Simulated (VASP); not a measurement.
NaCl, 2 atoms in the cell. The typed cell holds 2 atoms: a = 3.951 Å, b = 3.951 Å, c = 3.951 Å, α = 60.00°, β = 60.00°, γ = 60.00°. 

| Item | Value |
| --- | --- |
| Program | VASP 6.6.1 |
| Task | single point |
| Functional | PBE |
| Potentials or basis | VASP PAW PBE potentials, release 64 (Na_pv, Cl) |
| Cutoff | 500 eV |
| k mesh | 4 × 4 × 4 |
| Occupations | gaussian, width 0.1 eV |
| Spin | no spin polarisation |
| Dipole correction | no |
| Further INCAR settings | ALGO = Normal; EDIFF = 1e-06; NBANDS = 14 |

Potentials or basis: VASP PAW PBE potentials, release 64 (Na_pv, Cl).

Run with:

```console
$ cat potpaw_PBE.64/Na_pv/POTCAR potpaw_PBE.64/Cl/POTCAR > POTCAR
$ mpirun -np 1 vasp_std > vasp.out
```

Hardware: 1 thread of Intel Xeon 8259CL, on a shared host.

Problem. How long does it take, and how much memory?

Solution. Wall time 17 s on 1 thread of Intel Xeon 8259CL, with other jobs on the host, peak memory 0.17 GiB. Counts: scf iterations 12, k points 36.
